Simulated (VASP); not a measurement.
Mg3H8:

```
CELL_PARAMETERS angstrom
4.80603 0.00000 0.00000
-2.40301 4.16214 0.00000
0.00000 0.00000 5.77536
ATOMIC_POSITIONS crystal
Mg 0.33333 0.66667 0.74450
Mg 0.33333 0.66667 0.25550
Mg 0.66667 0.33333 0.00000
H 0.45475 0.54525 0.50000
H 0.45475 0.90950 0.50000
H 0.09050 0.54525 0.50000
H 0.33333 0.66667 0.50000
H 0.08125 0.91875 0.00000
H 0.08125 0.16250 0.00000
H 0.83750 0.91875 0.00000
H 0.33333 0.66667 0.00000
```

The cell was generated, and may not be a known phase.

```yaml
Program: VASP 6.6.1
Task: relaxation of cell and atoms
Functional: PBE
Potentials_or_basis: VASP PAW PBE potentials, release 64 (Mg_sv, H)
Cutoff: 750 eV
k_mesh: 6 × 6 × 4
Occupations: gaussian, width 0.1 eV
Spin: no spin polarisation
```

At the start: pressure 15.8 GPa; volume 10.50 Å³/atom.

Task: How do energy, volume and symmetry change on relaxing?

Result: Over 55 steps the energy falls by 402.8 meV/atom and the volume is 9.70 Å³/atom (-7.7 %); space group P-6m2 (No. 187, to 0.1 Å) before and after.

The path:
```tsv
step	energy change (eV)	largest force (eV/Å)	pressure (GPa)	volume (Å³)
1	0.0000	3.0120	15.79	115.53
3	-2.1958	3.0858	0.42	138.84
5	-2.7796	0.7982	-1.61	142.49
7	-2.8376	0.1710	-2.46	145.44
9	-3.0734	0.2575	-1.28	135.12
11	-3.0998	0.4945	-0.50	130.33
13	-3.2735	0.5339	-0.45	117.70
15	-3.3511	0.5237	0.18	111.07
17	-3.4910	1.3911	9.96	89.89
19	-3.6136	0.9846	7.40	92.63
21	-3.6471	0.8010	6.01	94.46
23	-3.6800	0.9884	7.15	92.92
25	-3.8648	0.6360	4.66	95.89
27	-4.0189	0.0987	0.23	102.33
29	-4.0455	0.0640	0.34	102.93
31	-4.0504	0.1226	0.47	103.40
33	-4.0790	0.2866	-0.37	105.85
35	-4.0884	0.3157	-1.05	108.21
37	-4.0992	0.3593	-1.19	108.85
39	-4.1533	0.6251	-1.57	111.79
41	-4.1752	0.7645	-1.61	113.14
43	-4.1813	0.8351	-1.57	113.94
45	-4.2054	0.8753	-1.31	114.89
47	-4.2624	0.7032	-1.26	114.17
49	-4.4000	0.1257	-0.71	110.97
51	-4.4105	0.1565	-0.49	109.88
53	-4.4252	0.1415	0.02	105.66
55	-4.4309	0.0177	0.07	106.67
```

Final structure:
```xyz
11
Lattice="3.9440 0.0000 0.0000 -1.9720 3.4156 0.0000 0.0000 0.0000 7.9185" Properties=species:S:1:pos:R:3 pbc="T T T"
Mg    0.0000    2.2771    5.8689
Mg    0.0000    2.2771    2.0496
Mg    1.9720    1.1385    0.0000
H     1.4646    1.4315    3.9592
H     1.9720    0.5526    3.9592
H     2.4794    1.4315    3.9592
H     0.0000    2.2771    3.9592
H    -1.0109    2.8607    0.0000
H     0.0000    1.1098    0.0000
H     1.0109    2.8607    0.0000
H     0.0000    2.2771    0.0000
```

Caveat: a cell axis changed by over 15 % at a fixed basis, so the end point is rough.
